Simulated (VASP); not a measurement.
# Sc (P6_3/mmc) in VASP: further runs

Runs on Sc. Level: PBE. Tasks: single point.

Everything below comes from runs of VASP 6.6.1. Logs are shortened: lines on timing, memory, paths and dates and some standing lists are left out, and cuts for length are marked.

### 1 The cell of the first run

It takes space group P6_3/mmc (No. 194, hexagonal). Conventional cell: a = 3.319 Å, b = 3.319 Å, c = 5.184 Å, α = 90.00°, β = 90.00°, γ = 120.00°. Within 4.2 Å of Sc (site symmetry -6m2) lie 12 Sc at 3.22 to 3.32 Å.

### 2 Single point, PBE

INCAR

```
PREC = Accurate
ENCUT = 520
EDIFF = 1E-6
ISMEAR = 0
SIGMA = 0.01
LREAL = F
LASPH = T
NELM = 80
ALGO = Normal
ISIF = 2
LWAVE = F
LCHARG = F
GGA = PE
NBANDS = 18
```

KPOINTS

```
Automatic mesh
0
Gamma
  11 11 6
```

POSCAR

```
Sc
1.0
    3.3193628924      0.0000000000      0.0000000000
   -1.6596814462      2.8746525892      0.0000000000
    0.0000000000      0.0000000000      5.1842605006
Sc
2
Direct
    0.3333333333      0.6666666667      0.2500000000
    0.6666666667      0.3333333333      0.7500000000
```

Potentials or basis: VASP PAW PBE potentials, release 64 (Sc_sv).

Started as:

```bash
cat potpaw_PBE.64/Sc_sv/POTCAR > POTCAR
mpirun -np 1 vasp_std > vasp.out
```

OUTCAR:

```text
PREC = Accurate
   ENCUT = 520
   EDIFF = 1E-6
   ISMEAR = 0
   LREAL = F
   LASPH = T
   NELM = 80
   ISIF = 2
   GGA = PE

 ion  position               nearest neighbor table
   1  0.333  0.667  0.250-   2 3.22   2 3.22   2 3.22   2 3.22   2 3.22   2 3.22
   2  0.667  0.333  0.750-   1 3.22   1 3.22   1 3.22   1 3.22   1 3.22   1 3.22

  LATTYP: Found a hexagonal cell.
 ALAT       =     3.3193628924
 C/A-ratio  =     1.5618239610

  Lattice vectors:

 A1 = (   3.3193628924,   0.0000000000,   0.0000000000)
 A2 = (  -1.6596814462,   2.8746525892,   0.0000000000)
 A3 = (   0.0000000000,   0.0000000000,   5.1842605006)

Analysis of symmetry for initial positions (statically):
=====================================================================
 Subroutine PRICEL returns:
 Original cell was already a primitive cell.

 Routine SETGRP: Setting up the symmetry group for a
 hexagonal supercell.

 Subroutine GETGRP returns: Found 24 space group operations
 (whereof 12 operations were pure point group operations)
 out of a pool of 24 trial point group operations.

The static configuration has the point symmetry D_3d.
 The point group associated with its full space group is D_6h.

Analysis of symmetry for dynamics (positions and initial velocities):
=====================================================================
 Subroutine PRICEL returns:
 Original cell was already a primitive cell.

 Routine SETGRP: Setting up the symmetry group for a
 hexagonal supercell.

 Subroutine GETGRP returns: Found 24 space group operations
 (whereof 12 operations were pure point group operations)
 out of a pool of 24 trial point group operations.

The dynamic configuration has the point symmetry D_3d.
 The point group associated with its full space group is D_6h.

 Subroutine INISYM returns: Found 24 space group operations
 (whereof 12 operations are pure point group operations),
 and found     1 'primitive' translations

----------------------------------------------------------------------------------------

                                     Primitive cell

  volume of cell :      49.4683

  direct lattice vectors                    reciprocal lattice vectors
     3.319362892  0.000000000  0.000000000     0.301262632  0.173934061  0.000000000
    -1.659681446  2.874652589  0.000000000     0.000000000  0.347868123  0.000000000
     0.000000000  0.000000000  5.184260501     0.000000000  0.000000000  0.192891542

  length of vectors
     3.319362892  3.319362892  5.184260501     0.347868123  0.347868123  0.192891542

  position of ions in fractional coordinates (direct lattice)
     0.333333333  0.666666667  0.250000000
     0.666666667  0.333333333  0.750000000

  ion indices of the primitive-cell ions
   primitive index   ion index
                 1           1
                 2           2

----------------------------------------------------------------------------------------

 KPOINTS: Automatic mesh

Automatic generation of k-mesh.
 Grid dimensions read from file:
 generate k-points for:   11   11    6

 Generating k-lattice:

  Cartesian coordinates                     Fractional coordinates (reciprocal lattice)
     0.027387512  0.015812187  0.000000000     0.090909091  0.000000000  0.000000000
     0.000000000  0.031624375  0.000000000     0.000000000  0.090909091  0.000000000
     0.000000000  0.000000000  0.032148590     0.000000000  0.000000000  0.166666667

  Length of vectors
     0.031624375  0.031624375  0.032148590

  Shift w.r.t. Gamma in fractional coordinates (k-lattice)
     0.000000000  0.000000000  0.000000000

 Subroutine IBZKPT returns following result:
 ===========================================

 Found     64 irreducible k-points:

 Following reciprocal coordinates:
            Coordinates               Weight
  0.000000  0.000000  0.000000      1.000000
  0.090909  0.000000  0.000000      6.000000
  0.181818  0.000000  0.000000      6.000000
  0.272727  0.000000  0.000000      6.000000
  0.363636  0.000000  0.000000      6.000000
  0.454545  0.000000  0.000000      6.000000
[... 16 lines left out ...]
  0.090909  0.090909  0.166667     12.000000
  0.181818  0.090909  0.166667     24.000000
 [... further k-points ...]
   k-points           NKPTS =     64   k-points in BZ     NKDIM =     64   number of bands    NBANDS=     18
   number of dos      NEDOS =    301   number of ions     NIONS =      2
   total plane-waves  NPLWV =  31360
   dimension x,y,z NGX =    28 NGY =   28 NGZ =   40
   dimension x,y,z NGXF=    56 NGYF=   56 NGZF=   80
   ions per type =               2
   NGX,Y,Z   is equivalent  to a cutoff of  14.02, 14.02, 12.83 a.u.
   NGXF,Y,Z  is equivalent  to a cutoff of  28.05, 28.05, 25.65 a.u.
 SYSTEM =  unknown system
   PREC   = accura    normal or accurate (medium, high low for compatibility)
   ISTART =      0    job   : 0-new  1-cont  2-samecut
   ICHARG =      2    charge: 1-file 2-atom 10-const
   ISPIN  =      1    spin polarized calculation?
   LNONCOLLINEAR =      F non collinear calculations
   LSORBIT =      F    spin-orbit coupling
   LASPH  =      T    aspherical Exc in radial PAW
   ENCUT  =  520.0 eV  38.22 Ry    6.18 a.u.   6.17  6.17  9.64*2*pi/ulx,y,z
   NELM   =     80;   NELMIN=  2; NELMDL= -5     # of ELM steps
   EDIFF  = 0.1E-05   stopping-criterion for ELM
   LREAL  =      F    real-space projection
   EDIFFG = 0.1E-04   stopping-criterion for IOM
   NSW    =      0    number of steps for IOM
   IBRION =     -1    ionic relax: 0-MD 1-quasi-New 2-CG
   NFREE  =      0    steps in history (QN), initial steepest desc. (CG)
   ISIF   =      2    stress and relaxation
   ISYM   =      2    0-nonsym 1-usesym 2-fastsym
   POTIM  = 0.5000    time-step for ionic-motion
   TEBEG  =    0.0;   TEEND  =   0.0 temperature during run
   PSTRESS=    0.0 pullay stress
   NELECT =      22.0000    total number of electrons
   NUPDOWN=      -1.0000    fix difference up-down
   EMIN   =  10.00;   EMAX   =-10.00  energy-range for DOS
   EFERMI =   0.00;   METHOD = LEGACY
   ISMEAR =     0;   SIGMA  =   0.01  broadening in eV -4-tet -1-fermi 0-gaus
   EFERMI_NEDOS =   21; number of points for ismear=-14 and -15
   IALGO  =     38    algorithm
   IMIX   =      4    mixing-type and parameters
     AMIX     =   0.40;   BMIX     =  1.00
[... 15 lines left out ...]
 maximum number of plane-waves:      1346
 NGX is ok and might be reduce to    28
   NGX = 13   NGY = 13   NGZ = 19

 number of electron      21.9999995 magnetization

 Free energy of the ion-electron system (eV)
  ---------------------------------------------------
  ext. energy  EPLUGINS =         0.00000000
  ---------------------------------------------------
  free energy    TOTEN  =       -12.49935846 eV

  energy without entropy =      -12.49921532  energy(sigma->0) =      -12.49928689

 E-fermi :   3.6762     XC(G=0):  -9.8625

 val. band max:        3.6615530923   @ k =   0.3636   0.1818   0.3333
 cond. band min:       3.6764843446   @ k =   0.2727   0.0000   0.3333
 fundamental gap:      0.0149312523
 Fermi energy:         3.6761514904

 k-point     1 :       0.0000    0.0000    0.0000
  band No.  band energies     occupation
      1     -45.7643      2.00000
      2     -45.6951      2.00000
      3     -24.5867      2.00000
      4     -24.2540      2.00000
      5     -24.2540      2.00000
      6     -24.1892      2.00000
[... 10 lines left out ...]
     17       5.9748      0.00000
     18       5.9748      0.00000

 k-point     2 :       0.0909    0.0000    0.0000
  band No.  band energies     occupation
      1     -45.7605      2.00000
      2     -45.6938      2.00000
      3     -24.5761      2.00000
      4     -24.2743      2.00000
      5     -24.2611      2.00000
      6     -24.2104      2.00000
[... 10 lines left out ...]
     17       5.8378      0.00000
     18       5.8670      0.00000

 k-point     3 :       0.1818    0.0000    0.0000
  band No.  band energies     occupation
      1     -45.7501      2.00000
      2     -45.6906      2.00000
      3     -24.5461      2.00000
      4     -24.3289      2.00000
      5     -24.2792      2.00000
      6     -24.2662      2.00000
[... 10 lines left out ...]
     17       6.0291      0.00000
     18       6.1335      0.00000

 k-point     4 :       0.2727    0.0000    0.0000
  band No.  band energies     occupation
      1     -45.7357      2.00000
      2     -45.6873      2.00000
      3     -24.5019      2.00000
      4     -24.4014      2.00000
      5     -24.3368      2.00000
      6     -24.3020      2.00000
[... 10 lines left out ...]
     17       6.4547      0.00000
     18       6.6046      0.00000

 k-point     5 :       0.3636    0.0000    0.0000
  band No.  band energies     occupation
      1     -45.7209      2.00000
      2     -45.6856      2.00000
      3     -24.4688      2.00000
      4     -24.4522      2.00000
      5     -24.3993      2.00000
      6     -24.3223      2.00000
[... 10 lines left out ...]
     17       7.0305      0.00000
     18       7.1124      0.00000

 k-point     6 :       0.4545    0.0000    0.0000
  band No.  band energies     occupation
      1     -45.7106      2.00000
      2     -45.6861      2.00000
      3     -24.5091      2.00000
      4     -24.4357      2.00000
      5     -24.4129      2.00000
      6     -24.3341      2.00000
[... 10 lines left out ...]
     17       7.5244      0.00000
     18       7.6839      0.00000

 k-point     7 :       0.0909    0.0909    0.0000
  band No.  band energies     occupation
      1     -45.7534      2.00000
      2     -45.6916      2.00000
      3     -24.5558      2.00000
      4     -24.3071      2.00000
      5     -24.2834      2.00000
      6     -24.2406      2.00000
[... 10 lines left out ...]
     17       5.8664      0.00000
     18       6.0774      0.00000

 k-point     8 :       0.1818    0.0909    0.0000
  band No.  band energies     occupation
      1     -45.7410      2.00000
      2     -45.6883      2.00000
      3     -24.5186      2.00000
      4     -24.3652      2.00000
      5     -24.3304      2.00000
      6     -24.2782      2.00000
[... 10 lines left out ...]
     17       6.1666      0.00000
     18       6.5308      0.00000
[... 229 lines left out ...]
     17       6.1687      0.00000
     18       6.2494      0.00000

 k-point    20 :       0.2727    0.0000    0.1667
  band No.  band energies     occupation
      1     -45.7324      2.00000
      2     -45.6905      2.00000
      3     -24.5025      2.00000
      4     -24.3822      2.00000
      5     -24.3522      2.00000
      6     -24.2959      2.00000
[... 10 lines left out ...]
     17       6.5481      0.00000
     18       6.5563      0.00000

 k-point    21 :       0.3636    0.0000    0.1667
  band No.  band energies     occupation
      1     -45.7186      2.00000
      2     -45.6880      2.00000
      3     -24.5070      2.00000
      4     -24.4291      2.00000
      5     -24.3877      2.00000
      6     -24.3155      2.00000
[... 10 lines left out ...]
     17       7.0070      0.00000
     18       7.0378      0.00000

 k-point    22 :       0.4545    0.0000    0.1667
  band No.  band energies     occupation
      1     -45.7090      2.00000
      2     -45.6878      2.00000
      3     -24.5320      2.00000
      4     -24.4612      2.00000
      5     -24.3740      2.00000
      6     -24.3270      2.00000
[... 10 lines left out ...]
     17       7.3985      0.00000
     18       7.6235      0.00000

 k-point    23 :       0.0909    0.0909    0.1667
  band No.  band energies     occupation
      1     -45.7493      2.00000
      2     -45.6957      2.00000
      3     -24.5348      2.00000
      4     -24.2992      2.00000
      5     -24.2831      2.00000
      6     -24.2545      2.00000
[... 10 lines left out ...]
     17       6.0841      0.00000
     18       6.2394      0.00000

 k-point    24 :       0.1818    0.0909    0.1667
  band No.  band energies     occupation
      1     -45.7375      2.00000
      2     -45.6919      2.00000
      3     -24.5095      2.00000
      4     -24.3537      2.00000
      5     -24.3357      2.00000
      6     -24.2841      2.00000
[... 10 lines left out ...]
     17       6.3133      0.00000
     18       6.5530      0.00000

 [... further k-points ...]
[... 5 lines left out ...]
  --------------------------------------------------------------------------------------
  -------------------------------------------------------------------------------------
  Total       -0.0443048     -0.0443048     -0.1488442      0.0000000      0.0000000      0.0000000
  in kB       -1.4349419     -1.4349419     -4.8207594      0.0000000      0.0000000      0.0000000
  external PRESSURE =      -2.5635478 kB  Pullay stress =       0.0000000 kB

 VOLUME and BASIS-vectors are now :
 -----------------------------------------------------------------------------
  energy-cutoff  :      520.00
  volume of cell :       49.47
      direct lattice vectors                 reciprocal lattice vectors
     3.319362892  0.000000000  0.000000000     0.301262632  0.173934061  0.000000000
    -1.659681446  2.874652589  0.000000000     0.000000000  0.347868123  0.000000000
     0.000000000  0.000000000  5.184260501     0.000000000  0.000000000  0.192891542

 POSITION                                       TOTAL-FORCE (eV/Angst)
 -----------------------------------------------------------------------------------
     -0.00000      1.91644      1.29607        -0.000000      0.000000      0.000000
      1.65968      0.95822      3.88820         0.000000     -0.000000      0.000000
 -----------------------------------------------------------------------------------
    total drift:                               -0.000000      0.000000     -0.000000

  FREE ENERGIE OF THE ION-ELECTRON SYSTEM (eV)
  ---------------------------------------------------
  free  energy   TOTEN  =       -12.4993584621 eV

  energy  without entropy=      -12.4992153175  energy(sigma->0) =      -12.49928689
```

Run time: 1.7 min. Hardware: 1 thread of Intel Xeon 8259CL, shared host; peak memory 0.2 GiB.

What came out:

| Item | Value |
| --- | --- |
| Free energy | -12.4994 eV |
| Pressure | -0.3 GPa |
| Band gap on the k mesh | zero (band 11 reaches 4.63 eV, above the bottom of band 12 at 3.17 eV) |

Stress tensor (GPa, compression positive):
```
-0.14  0.00  0.00
 0.00 -0.14  0.00
 0.00  0.00 -0.48
```

### 3 Single point, PBE

INCAR

```
PREC = Accurate
ENCUT = 520
EDIFF = 1E-7
ISMEAR = 0
SIGMA = 0.03
LREAL = False
LASPH = True
NELM = 100
ALGO = Normal
ISIF = 2
LWAVE = False
LCHARG = True
GGA = PE
LELF = True
LVHAR = True
NBANDS = 18
```

KPOINTS is that of step 2.

POSCAR is that of step 2.

Potentials or basis: VASP PAW PBE potentials, release 64 (Sc_sv).

Started as:

```bash
cat potpaw_PBE.64/Sc_sv/POTCAR > POTCAR
mpirun -np 1 vasp_std > vasp.out
```

It took 1.9 min on 1 thread of Intel Xeon 8259CL, shared host; peak memory 0.2 GiB.

The run converged. Its results:

- Free energy: -12.5000 eV
- Pressure: -0.3 GPa
- Band gap on the k mesh: zero (band 11 reaches 4.63 eV, above the bottom of band 12 at 3.17 eV)

Stress tensor (GPa, compression positive):
```
-0.13  0.00  0.00
 0.00 -0.13  0.00
 0.00  0.00 -0.50
```

Levels at points of the mesh, in eV from the Fermi level:
```
           k point  band 8  band 9  band 10  band 11  band 12  band 13  band 14  band 15
(0.00, 0.00, 0.00)  -27.84   -5.14    -1.65     0.57     1.57     1.57     1.82     2.02
(0.00, 0.00, 0.50)  -27.90   -3.60    -3.60     0.95     0.95     1.49     1.49     1.49
```

### 4 Single point, PBE

INCAR

```
PREC     = Accurate       # precision mode
ENCUT    = 520            # plane-wave cutoff, eV
EDIFF    = 1E-6           # SCF threshold, eV
ISMEAR   = 0              # smearing method
SIGMA    = 0.1            # smearing width, eV
LREAL    = False          # projectors in reciprocal space
LASPH    = True           # aspherical terms in the spheres
NELM     = 60             # most SCF steps
ALGO     = Normal         # electronic algorithm
ISIF     = 2              # what is computed and relaxed
LWAVE    = False          # write WAVECAR
LCHARG   = False          # write CHGCAR
GGA      = PE             # functional
NBANDS   = 18             # bands
```

KPOINTS is that of step 3.

POSCAR is that of step 3.

Started as:

```bash
cat potpaw_PBE.64/Sc_sv/POTCAR > POTCAR
mpirun -np 1 vasp_std > vasp.out
```

Wall time 1.8 min (1 thread of Intel Xeon 8259CL, shared host); peak memory 0.2 GiB.

Results (log left out):

| Quantity | Value |
| --- | --- |
| Free energy | -12.5083 eV |
| Pressure | -0.2 GPa |
| Band gap on the k mesh | zero (band 11 reaches 4.63 eV, above the bottom of band 12 at 3.17 eV) |

Stress tensor (GPa, compression positive):
```
-0.11  0.00  0.00
 0.00 -0.11  0.00
 0.00  0.00 -0.39
```

Levels at points of the mesh, in eV from the Fermi level:
| k point | band 7 | band 8 | band 9 | band 10 | band 11 | band 12 | band 13 | band 14 | band 15 | band 16 |
| --- | --- | --- | --- | --- | --- | --- | --- | --- | --- | --- |
| (0.00, 0.00, 0.00) | -27.85 | -27.82 | -5.12 | -1.63 | 0.58 | 1.59 | 1.59 | 1.83 | 2.03 | 2.03 |
| (0.00, 0.00, 0.50) | -27.88 | -27.88 | -3.59 | -3.59 | 0.96 | 0.96 | 1.51 | 1.51 | 1.51 | 1.51 |

### 5 Single point, PBE

INCAR

```
SYSTEM = Sc
PREC     = Accurate       ! precision mode
ENCUT    = 520            ! plane-wave cutoff, eV
EDIFF    = 1E-7           ! SCF threshold, eV
ISMEAR   = 0              ! smearing method
SIGMA    = 0.2            ! smearing width, eV
LREAL    = .FALSE.        ! projectors in reciprocal space
LASPH    = .TRUE.         ! aspherical terms in the spheres
NELM     = 80             ! most SCF steps
ALGO     = Normal         ! electronic algorithm
ISIF     = 2              ! what is computed and relaxed
LWAVE    = .FALSE.        ! write WAVECAR
LCHARG   = .TRUE.         ! write CHGCAR
GGA      = PE             ! functional
LELF     = .TRUE.         ! ELF
LVHAR    = .TRUE.       
NBANDS   = 18             ! bands
```

KPOINTS

```
regular mesh
0
G
  11 11 6
  0 0 0
```

POSCAR is that of step 4.

Started as:

```bash
cat potpaw_PBE.64/Sc_sv/POTCAR > POTCAR
mpirun -np 1 vasp_std > vasp.out
```

Run time: 1.7 min. Hardware: 1 thread of Intel Xeon 8259CL, shared host; peak memory 0.21 GiB.

It converged, with:

```yaml
Free_energy: -12.5390 eV
Pressure: -0.1 GPa
Band_gap_on_the_k_mesh: zero (band 11 reaches 4.62 eV, above the bottom of band 12 at 3.17 eV)
```

Stress tensor (GPa, compression positive):
```
-0.04  0.00  0.00
 0.00 -0.04  0.00
 0.00  0.00 -0.12
```

Levels at points of the mesh, in eV from the Fermi level:
| k point | band 8 | band 9 | band 10 | band 11 | band 12 | band 13 | band 14 | band 15 |
| --- | --- | --- | --- | --- | --- | --- | --- | --- |
| (0.00, 0.00, 0.00) | -27.82 | -5.12 | -1.63 | 0.58 | 1.59 | 1.59 | 1.83 | 2.04 |
| (0.00, 0.00, 0.50) | -27.88 | -3.58 | -3.58 | 0.97 | 0.97 | 1.51 | 1.51 | 1.51 |

### 6 Single point, PBE

INCAR

```
SYSTEM = Sc
PREC = Accurate
ENCUT = 520
EDIFF = 1E-6
ISMEAR = 0
SIGMA = 0.3
LREAL = .False.
LASPH = .True.
NELM = 60
ALGO = Normal
ISIF = 2
LWAVE = .False.
LCHARG = .False.
GGA = PE
NBANDS = 18
```

KPOINTS

```
regular mesh
0
Gamma
  11 11 6
  0 0 0
```

POSCAR is that of step 5.

Potentials or basis: VASP PAW PBE potentials, release 64 (Sc_sv).

Started as:

```bash
cat potpaw_PBE.64/Sc_sv/POTCAR > POTCAR
mpirun -np 1 vasp_std > vasp.out
```

It took 88 s on 1 thread of Intel Xeon 8259CL, shared host; peak memory 0.2 GiB.

The run converged. Its results:

| Quantity | Value |
| --- | --- |
| Free energy | -12.5879 eV |
| Pressure | 0.1 GPa |
| Band gap on the k mesh | zero (band 11 reaches 4.62 eV, above the bottom of band 12 at 3.17 eV) |

Stress tensor (GPa, compression positive):
```
0.00 0.00 0.00
0.00 0.00 0.00
0.00 0.00 0.21
```

Levels at points of the mesh, in eV from the Fermi level:
```tsv
k point	band 9	band 10	band 11	band 12	band 13	band 14
(0.00, 0.00, 0.00)	-5.12	-1.63	0.58	1.59	1.59	1.83
(0.00, 0.00, 0.50)	-3.59	-3.59	0.96	0.96	1.51	1.51
```

### 7 Summary

```csv
smearing,gap on the mesh (eV),pressure (GPa)
gaussian 0.01 eV,none,-0.3
gaussian 0.03 eV,none,-0.3
gaussian 0.1 eV,none,-0.2
gaussian 0.2 eV,none,-0.1
gaussian 0.3 eV,none,0.1
```

Alike in all rows: task single point; level PBE; potentials or basis VASP PAW PBE potentials, release 64 (Sc_sv); no spin polarisation; cell as given; k mesh 11 × 11 × 6; cutoff (eV) 520.

Every run on the cell as given and a fine mesh finds a metal.

Absolute energies hang on the potentials; compare differences alone.
